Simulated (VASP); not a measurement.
# Cs2Cl (P4_2/mnm) in VASP: further runs

The runs below take Cs2Cl through single point, with PBE.

Program: VASP 6.6.1. These are calculated values, not measurements. Logs are shortened: lines on timing, memory, paths and dates and some standing lists are left out, and cuts for length are marked.

## Step 1: The cell of the first run

It takes space group P4_2/mnm (No. 136, tetragonal). Conventional cell: a = 7.278 Å, b = 7.278 Å, c = 4.688 Å, α = 90.00°, β = 90.00°, γ = 90.00°. Within 4.1 Å of Cs (site symmetry m2m) lie 3 Cl at 3.08 to 3.15 Å and 1 Cs at 3.99 Å. Within 4.1 Å of Cl (site symmetry mmm) lie 6 Cs at 3.08 to 3.15 Å.

## Step 2: Single point, PBE

INCAR reads:

```
PREC     = Accurate       # precision mode
ENCUT    = 520            # plane-wave cutoff, eV
EDIFF    = 1E-7           # SCF threshold, eV
ISMEAR   = 0              # smearing method
SIGMA    = 0.1            # smearing width, eV
LREAL    = F              # projectors in reciprocal space
LASPH    = T              # aspherical terms in the spheres
NELM     = 80             # most SCF steps
ALGO     = Normal         # electronic algorithm
ISIF     = 2              # what is computed and relaxed
LWAVE    = F              # write WAVECAR
LCHARG   = F              # write CHGCAR
GGA      = PE             # functional
NBANDS   = 34             # bands
```

KPOINTS reads:

```
regular mesh
0
Gamma
  4 4 4
```

POSCAR reads:

```
Cs2Cl
1.0
    7.2784139965      0.0000000000      0.0000000000
    0.0000000000      7.2784139965      0.0000000000
    0.0000000000      0.0000000000      4.6880337431
Cs Cl
4 2
Direct
    0.3060000000      0.3060000000      0.0000000000
    0.1940000000      0.8060000000      0.5000000000
    0.6940000000      0.6940000000      0.0000000000
    0.8060000000      0.1940000000      0.5000000000
    0.0000000000      0.0000000000      0.0000000000
    0.5000000000      0.5000000000      0.5000000000
```

Potentials or basis: VASP PAW PBE potentials, release 64 (Cs_sv, Cl).

Command:

```sh
cat potpaw_PBE.64/Cs_sv/POTCAR potpaw_PBE.64/Cl/POTCAR > POTCAR
mpirun -np 1 vasp_std > vasp.out
```

OUTCAR:

```text
PREC = Accurate
   ENCUT = 520
   EDIFF = 1E-7
   ISMEAR = 0
   LREAL = F
   LASPH = T
   NELM = 80
   ISIF = 2
   GGA = PE

 ion  position               nearest neighbor table
   1  0.306  0.306  0.000-
   2  0.194  0.806  0.500-
   3  0.694  0.694  0.000-
   4  0.806  0.194  0.500-
   5  0.000  0.000  0.000-
   6  0.500  0.500  0.500-

  LATTYP: Found a simple tetragonal cell.
 ALAT       =     7.2784139965
 C/A-ratio  =     0.6441010013

  Lattice vectors:

 A1 = (   7.2784139965,   0.0000000000,   0.0000000000)
 A2 = (   0.0000000000,   7.2784139965,   0.0000000000)
 A3 = (   0.0000000000,   0.0000000000,   4.6880337431)

Analysis of symmetry for initial positions (statically):
=====================================================================
 Subroutine PRICEL returns:
 Original cell was already a primitive cell.

 Routine SETGRP: Setting up the symmetry group for a
 simple tetragonal supercell.

 Subroutine GETGRP returns: Found 16 space group operations
 (whereof  8 operations were pure point group operations)
 out of a pool of 16 trial point group operations.

The static configuration has the point symmetry D_2h.
 The point group associated with its full space group is D_4h.

Analysis of symmetry for dynamics (positions and initial velocities):
=====================================================================
 Subroutine PRICEL returns:
 Original cell was already a primitive cell.

 Routine SETGRP: Setting up the symmetry group for a
 simple tetragonal supercell.

 Subroutine GETGRP returns: Found 16 space group operations
 (whereof  8 operations were pure point group operations)
 out of a pool of 16 trial point group operations.

The dynamic configuration has the point symmetry D_2h.
 The point group associated with its full space group is D_4h.

 Subroutine INISYM returns: Found 16 space group operations
 (whereof  8 operations are pure point group operations),
 and found     1 'primitive' translations

----------------------------------------------------------------------------------------

                                     Primitive cell

  volume of cell :     248.3500

  direct lattice vectors                    reciprocal lattice vectors
     7.278413997  0.000000000  0.000000000     0.137392569  0.000000000  0.000000000
     0.000000000  7.278413997  0.000000000     0.000000000  0.137392569  0.000000000
     0.000000000  0.000000000  4.688033743     0.000000000  0.000000000  0.213309045

  length of vectors
     7.278413997  7.278413997  4.688033743     0.137392569  0.137392569  0.213309045

  position of ions in fractional coordinates (direct lattice)
     0.306000000  0.306000000  0.000000000
     0.194000000  0.806000000  0.500000000
     0.694000000  0.694000000  0.000000000
     0.806000000  0.194000000  0.500000000
     0.000000000  0.000000000  0.000000000
     0.500000000  0.500000000  0.500000000

  ion indices of the primitive-cell ions
   primitive index   ion index
                 1           1
                 2           2
                 3           3
                 4           4
                 5           5
                 6           6

----------------------------------------------------------------------------------------

 KPOINTS: regular mesh

Automatic generation of k-mesh.
 Grid dimensions read from file:
 generate k-points for:    4    4    4

 Generating k-lattice:

  Cartesian coordinates                     Fractional coordinates (reciprocal lattice)
     0.034348142  0.000000000  0.000000000     0.250000000  0.000000000  0.000000000
     0.000000000  0.034348142  0.000000000     0.000000000  0.250000000  0.000000000
     0.000000000  0.000000000  0.053327261     0.000000000  0.000000000  0.250000000

  Length of vectors
     0.034348142  0.034348142  0.053327261

  Shift w.r.t. Gamma in fractional coordinates (k-lattice)
     0.000000000  0.000000000  0.000000000

 Subroutine IBZKPT returns following result:
 ===========================================

 Found     18 irreducible k-points:

 Following reciprocal coordinates:
            Coordinates               Weight
  0.000000  0.000000  0.000000      1.000000
  0.250000  0.000000  0.000000      4.000000
  0.500000  0.000000  0.000000      2.000000
  0.250000  0.250000  0.000000      4.000000
  0.500000  0.250000  0.000000      4.000000
  0.500000  0.500000  0.000000      1.000000
[... 10 lines left out ...]
  0.500000  0.250000  0.500000      4.000000
  0.500000  0.500000  0.500000      1.000000
   k-points           NKPTS =     18   k-points in BZ     NKDIM =     18   number of bands    NBANDS=     34
   number of dos      NEDOS =    301   number of ions     NIONS =      6
   total plane-waves  NPLWV = 104976
   dimension x,y,z NGX =    54 NGY =   54 NGZ =   36
   dimension x,y,z NGXF=   108 NGYF=  108 NGZF=   72
   ions per type =               4   2
   NGX,Y,Z   is equivalent  to a cutoff of  12.33, 12.33, 12.77 a.u.
   NGXF,Y,Z  is equivalent  to a cutoff of  24.67, 24.67, 25.53 a.u.
 SYSTEM =  unknown system
   PREC   = accura    normal or accurate (medium, high low for compatibility)
   ISTART =      0    job   : 0-new  1-cont  2-samecut
   ICHARG =      2    charge: 1-file 2-atom 10-const
   ISPIN  =      1    spin polarized calculation?
   LNONCOLLINEAR =      F non collinear calculations
   LSORBIT =      F    spin-orbit coupling
   LASPH  =      T    aspherical Exc in radial PAW
   ENCUT  =  520.0 eV  38.22 Ry    6.18 a.u.  13.53 13.53  8.72*2*pi/ulx,y,z
   NELM   =     80;   NELMIN=  2; NELMDL= -5     # of ELM steps
   EDIFF  = 0.1E-06   stopping-criterion for ELM
   LREAL  =      F    real-space projection
   EDIFFG = 0.1E-05   stopping-criterion for IOM
   NSW    =      0    number of steps for IOM
   IBRION =     -1    ionic relax: 0-MD 1-quasi-New 2-CG
   NFREE  =      0    steps in history (QN), initial steepest desc. (CG)
   ISIF   =      2    stress and relaxation
   ISYM   =      2    0-nonsym 1-usesym 2-fastsym
   POTIM  = 0.5000    time-step for ionic-motion
   TEBEG  =    0.0;   TEEND  =   0.0 temperature during run
   PSTRESS=    0.0 pullay stress
   NELECT =      50.0000    total number of electrons
   NUPDOWN=      -1.0000    fix difference up-down
   EMIN   =  10.00;   EMAX   =-10.00  energy-range for DOS
   EFERMI =   0.00;   METHOD = LEGACY
   ISMEAR =     0;   SIGMA  =   0.10  broadening in eV -4-tet -1-fermi 0-gaus
   EFERMI_NEDOS =   21; number of points for ismear=-14 and -15
   IALGO  =     38    algorithm
   IMIX   =      4    mixing-type and parameters
     AMIX     =   0.40;   BMIX     =  1.00
     AMIX_MAG =   1.60;   BMIX_MAG =  1.00
  volume/ion in A,a.u.               =      41.39       279.32
  Fermi-wavevector in a.u.,A,eV,Ry     =   0.959497  1.813186 12.525981  0.920634
  Thomas-Fermi vector in A             =   2.088698
   LORBIT       =      0    0 simple, 1 ext, 2 COOP (PROOUT), +10 PAW based schemes
   GGA     = PE    functional components
   LHFCALC =     F    Hartree Fock is set to
   AEXX    =    0.0000 exact exchange contribution
   IVDW    =     0    specifies the selected vdW correction
   LEPSILON=     F    determine dielectric tensor
   LRPA    =     F    only Hartree local field effects (RPA)
 non-spin polarized calculation
 Gauss-broadening in eV      SIGMA  =   0.10
  energy-cutoff  :      520.00
  volume of cell :      248.35
 maximum number of plane-waves:      6709
   NGX = 27   NGY = 27   NGZ = 17

 number of electron      50.0000004 magnetization

 Free energy of the ion-electron system (eV)
  ---------------------------------------------------
  ext. energy  EPLUGINS =         0.00000000
  ---------------------------------------------------
  free energy    TOTEN  =       -12.36662153 eV

  energy without entropy =      -12.33681545  energy(sigma->0) =      -12.35171849

 E-fermi :   3.9935     XC(G=0):  -7.9415

 val. band max:        3.9785352416   @ k =   0.5000   0.5000   0.2500
 cond. band min:       4.0403854769   @ k =   0.5000   0.2500   0.5000
 fundamental gap:      0.0618502354
 Fermi energy:         3.9935322985

 k-point     1 :       0.0000    0.0000    0.0000
  band No.  band energies     occupation
      1     -19.8818      2.00000
      2     -19.7054      2.00000
      3     -19.7054      2.00000
      4     -19.6969      2.00000
      5     -13.8449      2.00000
      6     -13.5534      2.00000
[... 26 lines left out ...]
     33       6.2999      0.00000
     34       6.3418      0.00000

 k-point     2 :       0.2500    0.0000    0.0000
  band No.  band energies     occupation
      1     -19.8611      2.00000
      2     -19.7469      2.00000
      3     -19.6996      2.00000
      4     -19.6830      2.00000
      5     -13.8025      2.00000
      6     -13.5964      2.00000
[... 26 lines left out ...]
     33       6.4559      0.00000
     34       6.7813      0.00000

 k-point     3 :       0.5000    0.0000    0.0000
  band No.  band energies     occupation
      1     -19.8083      2.00000
      2     -19.8083      2.00000
      3     -19.6876      2.00000
      4     -19.6876      2.00000
      5     -13.6997      2.00000
      6     -13.6997      2.00000
[... 26 lines left out ...]
     33       6.9344      0.00000
     34       6.9344      0.00000
[... 482 lines left out ...]
 k-point    17 :       0.5000    0.2500    0.5000
  band No.  band energies     occupation
      1     -19.7458      2.00000
      2     -19.7458      2.00000
      3     -19.6888      2.00000
      4     -19.6888      2.00000
      5     -13.7963      2.00000
      6     -13.7963      2.00000
[... 26 lines left out ...]
     33       6.8827      0.00000
     34       6.8827      0.00000

 k-point    18 :       0.5000    0.5000    0.5000
  band No.  band energies     occupation
      1     -19.7465      2.00000
      2     -19.7465      2.00000
      3     -19.6880      2.00000
      4     -19.6880      2.00000
      5     -13.7981      2.00000
      6     -13.7981      2.00000
[... 26 lines left out ...]
     33       6.3548      0.00000
     34       6.3548      0.00000

------------------------ aborting loop because EDIFF is reached ----------------------------------------

  FORCE on cell =-STRESS in cart. coord.  units (eV):
  Direction    XX          YY          ZZ          XY          YZ          ZX
  --------------------------------------------------------------------------------------
  -------------------------------------------------------------------------------------
  Total       10.8699584     10.8699584     12.0838233      0.0000000      0.0000000      0.0000000
  in kB       70.1252182     70.1252182     77.9562088      0.0000000      0.0000000      0.0000000
  external PRESSURE =      72.7355484 kB  Pullay stress =       0.0000000 kB

 VOLUME and BASIS-vectors are now :
 -----------------------------------------------------------------------------
  energy-cutoff  :      520.00
  volume of cell :      248.35
      direct lattice vectors                 reciprocal lattice vectors
     7.278413997  0.000000000  0.000000000     0.137392569  0.000000000  0.000000000
     0.000000000  7.278413997  0.000000000     0.000000000  0.137392569  0.000000000
     0.000000000  0.000000000  4.688033743     0.000000000  0.000000000  0.213309045

 POSITION                                       TOTAL-FORCE (eV/Angst)
 -----------------------------------------------------------------------------------
      2.22719      2.22719      0.00000        -0.343985     -0.343985      0.000000
      1.41201      5.86640      2.34402         0.343985     -0.343985      0.000000
      5.05122      5.05122      0.00000         0.343985      0.343985     -0.000000
      5.86640      1.41201      2.34402        -0.343985      0.343985     -0.000000
      0.00000      0.00000      0.00000        -0.000000      0.000000      0.000000
      3.63921      3.63921      2.34402        -0.000000      0.000000      0.000000
 -----------------------------------------------------------------------------------
    total drift:                                0.000000      0.000000      0.000000

  FREE ENERGIE OF THE ION-ELECTRON SYSTEM (eV)
  ---------------------------------------------------
  free  energy   TOTEN  =       -12.3666215295 eV

  energy  without entropy=      -12.3368154535  energy(sigma->0) =      -12.35171849
```

It took 65 s on 1 thread of Intel Xeon 6975P-C (Granite Rapids), shared host; peak memory 0.36 GiB.

Results:

```
Free energy            : -12.3666 eV
Pressure               : 7.3 GPa
Largest force          : 0.486 eV/Å
Band gap on the k mesh : zero (bands 25 and 26 overlap by 0.62 eV)
```

Forces on the atoms (eV/Å):
```
Cs  -0.344 -0.344  0.000
Cs   0.344 -0.344  0.000
Cs   0.344  0.344  0.000
Cs  -0.344  0.344  0.000
Cl   0.000  0.000  0.000
Cl   0.000  0.000  0.000
```

Stress tensor (GPa, compression positive):
```
7.01 0.00 0.00
0.00 7.01 0.00
0.00 0.00 7.80
```

Caveat: the cell stands under pressure; spin-orbit coupling is left out, which moves the levels of the heavy elements.

## Step 3: Single point, PBE

This run uses another cell than the first one, of 62.50 Å³/atom.

INCAR reads:

```
SYSTEM = Cs2Cl
ALGO = Normal ; EDIFF = 1E-6
ENCUT = 520 ; GGA = PE
ISIF = 2 ; ISMEAR = 0
LASPH = .TRUE. ; LCHARG = .TRUE.
LELF = .TRUE. ; LREAL = .FALSE.
LVHAR = .TRUE. ; LWAVE = .FALSE.
NBANDS = 34 ; NELM = 100
PREC = Accurate ; SIGMA = 0.1
```

KPOINTS reads:

```
k-points
0
G
  4 4 4
  0 0 0
```

POSCAR reads:

```
Cs2Cl
1.0
    8.7171797629      0.0000000000      0.0000000000
    0.0000000000      8.7171797629      0.0000000000
    0.0000000000      0.0000000000      4.9350797954
Cs Cl
4 2
Direct
    0.2889593001      0.2889593001      0.0000000000
    0.2110406999      0.7889593001      0.5000000000
    0.7110406999      0.7110406999      0.0000000000
    0.7889593001      0.2110406999      0.5000000000
    0.0000000000      0.0000000000      0.0000000000
    0.5000000000      0.5000000000      0.5000000000
```

Potentials or basis: VASP PAW PBE potentials, release 64 (Cs_sv, Cl).

Command:

```sh
cat potpaw_PBE.64/Cs_sv/POTCAR potpaw_PBE.64/Cl/POTCAR > POTCAR
mpirun -np 1 vasp_std > vasp.out
```

Run time: 1.7 min. Hardware: 1 thread of Intel Xeon 6975P-C (Granite Rapids), shared host; peak memory 0.55 GiB.

The run converged. Its results:

```yaml
Free_energy: -14.5481 eV
Pressure: 0.0 GPa
Largest_force: 0.034 eV/Å
Band_gap_on_the_k_mesh: zero (bands 25 and 26 overlap by 1.15 eV)
```

Forces in eV/Å, atoms in the order of the input:
```
Cs   0.024  0.024  0.000
Cs  -0.024  0.024  0.000
Cs  -0.024 -0.024  0.000
Cs   0.024 -0.024  0.000
Cl   0.000  0.000  0.000
Cl   0.000  0.000  0.000
```

Stress tensor (GPa, compression positive):
```
0.01 0.00 0.00
0.00 0.01 0.00
0.00 0.00 0.13
```

Levels at points of the mesh, in eV from the Fermi level:
| k point | band 22 | band 23 | band 24 | band 25 | band 26 | band 27 | band 28 | band 29 |
| --- | --- | --- | --- | --- | --- | --- | --- | --- |
| (0.00, 0.00, 0.00) | -4.55 | -4.55 | -4.52 | -1.27 | 0.70 | 0.79 | 0.79 | 0.86 |
| (0.50, 0.00, 0.00) | -4.68 | -4.58 | -4.58 | -0.52 | -0.52 | 0.96 | 0.96 | 1.45 |
| (0.50, 0.50, 0.00) | -4.58 | -4.58 | -4.58 | -0.19 | -0.19 | 0.47 | 0.47 | 1.72 |
| (0.00, 0.00, 0.50) | -4.65 | -4.64 | -4.64 | 0.50 | 0.50 | 0.88 | 0.88 | 1.33 |
| (0.50, 0.00, 0.50) | -4.64 | -4.50 | -4.50 | 0.63 | 0.63 | 0.69 | 0.69 | 1.27 |
| (0.50, 0.50, 0.50) | -4.66 | -4.65 | -4.65 | 0.28 | 0.28 | 1.25 | 1.25 | 1.41 |

Caveat: spin-orbit coupling is left out, which moves the levels of the heavy elements.
